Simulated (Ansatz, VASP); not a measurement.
PbO in VASP and in Ansatz

```xyz
4
Lattice="3.9611 0.0000 0.0000 0.0000 3.9611 0.0000 0.0000 0.0000 5.0052" Properties=species:S:1:pos:R:3 pbc="T T T"
Pb    0.0000    1.9806    1.1767
Pb    1.9806    0.0000    3.8285
O     0.0000    0.0000    0.0000
O     1.9806    1.9806    0.0000
```

Change from the starting cell: volume scaled by 0.99, crystal datasets.

Alike in both runs: task electric field gradients; functional LDA; k mesh 7 × 7 × 6; occupations fermi-dirac, width 0.03 eV; no spin polarisation.

|  | VASP | Ansatz |
| --- | --- | --- |
| version | VASP 6.6.1 | Ansatz 0.2.0 |
| potentials or method | VASP PAW LDA potentials, release 64 (Pb_d, O), cutoff 520 eV | all-electron PAW with datasets made for the crystal, scalar-relativistic |

Ansatz gave:

* gap on the k mesh at the Fermi level (eV): 1.45
* pressure (GPa): -1.0
* traceless stress, the component that is largest in VASP (GPa): 0.21
* rms of the force components (eV/Å): 0.010
* size of Vzz on the site where it differs most (V/Å²): 215.1

Q: Estimate VASP's values.

A: gap on the k mesh at the Fermi level (eV): 1.43; pressure (GPa): -0.8; traceless stress, the component that is largest in VASP (GPa): 0.21; rms of the force components (eV/Å): 0.018; size of Vzz on the site where it differs most (V/Å²): 228.9.

LDA's correlation is that of Perdew and Zunger in VASP and of Perdew and Wang (1992) in Ansatz. Atom by atom the forces differ by 0.028 eV/Å (rms over components). Ansatz ran all-electron here, and VASP with PAW potentials.

Neither program's run includes spin-orbit coupling.
